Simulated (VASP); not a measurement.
Write the native input for VASP 6.6.1 that does the following.

```
Task                   : single point
Functional             : PBEsol
Potentials or basis    : VASP PAW PBE potentials, release 64 (Hf_pv, B)
Cutoff                 : 520 eV
k mesh                 : 12 × 12 × 10
Occupations            : gaussian, width 0.05 eV
Spin                   : no spin polarisation
Dipole correction      : no
Further INCAR settings : ALGO = Normal; EDIFF = 1e-07; NBANDS = 15
```

The structure of HfB2 lies in POSCAR:

```
HfB2
1.0
    3.1275495077      0.0000000000      0.0000000000
   -1.5637747538      2.7085373252      0.0270853733
    0.0000000000      0.0344669194      3.4466919363
Hf B
1 2
Direct
    0.0000000000      0.0000000000      0.0000000000
    0.3333333333      0.6666666667      0.5000000000
    0.6666666667      0.3333333333      0.5000000000
```

One way to write it, as run:

INCAR

```
SYSTEM = HfB2
PREC = Accurate ; ENCUT = 520
EDIFF = 1E-7 ; ISMEAR = 0
SIGMA = 0.05 ; LREAL = .FALSE.
LASPH = .TRUE. ; NELM = 60
ALGO = Normal ; ISIF = 2
LWAVE = .FALSE. ; LCHARG = .TRUE.
GGA = PS ; LELF = .TRUE.
LVHAR = .TRUE. ; NBANDS = 15
```

KPOINTS

```
regular mesh
0
G
  12 12 10
  0 0 0
```

Potentials or basis: VASP PAW PBE potentials, release 64 (Hf_pv, B).

The run is started by

```console
$ cat potpaw_PBE.64/Hf_pv/POTCAR potpaw_PBE.64/B/POTCAR > POTCAR
$ mpirun -np 1 vasp_std > vasp.out
```

Results of the run:

```yaml
Pressure: 0.1 GPa
Largest_force: 0.004 eV/Å
Band_gap_on_the_k_mesh: zero (band 8 reaches 8.42 eV, above the bottom of band 9 at 7.13 eV)
```

Caveat: the PAW data sets were made with another functional, which shifts forces and pressure a little; spin-orbit coupling is left out, which moves the levels of the heavy elements.

Run time: 98 s on 1 thread of Intel Xeon 6975P-C, on a shared host, peak memory 0.29 GiB.
